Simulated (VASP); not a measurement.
Sb3S, 4 atoms in the cell. The structure is cubic, space group Pm-3m (No. 221). The conventional cell has a = 4.676 Å, b = 4.676 Å, c = 4.676 Å, α = 90.00°, β = 90.00°, γ = 90.00°. Within 4.3 Å of Sb (site symmetry 4/mmm) lie 8 Sb at 3.31 Å and 4 S at 3.31 Å. S (site symmetry m-3m) has 12 Sb at 3.31 Å within 4.3 Å. 

- Program: VASP 6.6.1
- Task: relaxation of cell and atoms
- Functional: PBE
- Potentials or basis: VASP PAW PBE potentials, release 64 (Sb, S)
- Cutoff: 600 eV
- k mesh: 10 × 10 × 10
- Occupations: gaussian, width 0.1 eV
- Spin: no spin polarisation
- Dipole correction: no
- Further INCAR settings: ALGO = Normal; EDIFF = 1e-06; IBRION = 2; EDIFFG = -0.01; NSW = 100; ISIF = 3

Potentials or basis: VASP PAW PBE potentials, release 64 (Sb, S).

Run with:

```bash
$ cat potpaw_PBE.64/Sb/POTCAR potpaw_PBE.64/S/POTCAR > POTCAR
$ mpirun -np 1 vasp_std > vasp.out
```

Hardware: 1 thread of Intel(R) Xeon(R) 6975P-C (Granite Rapids), with other jobs on the host.

Question: How long does it take, and how much memory?

Answer: Wall time 66 s on 1 thread of Intel(R) Xeon(R) 6975P-C (Granite Rapids), with other jobs on the host, peak memory 0.31 GiB. Counts: scf iterations 29, k points 56, ion steps 3.
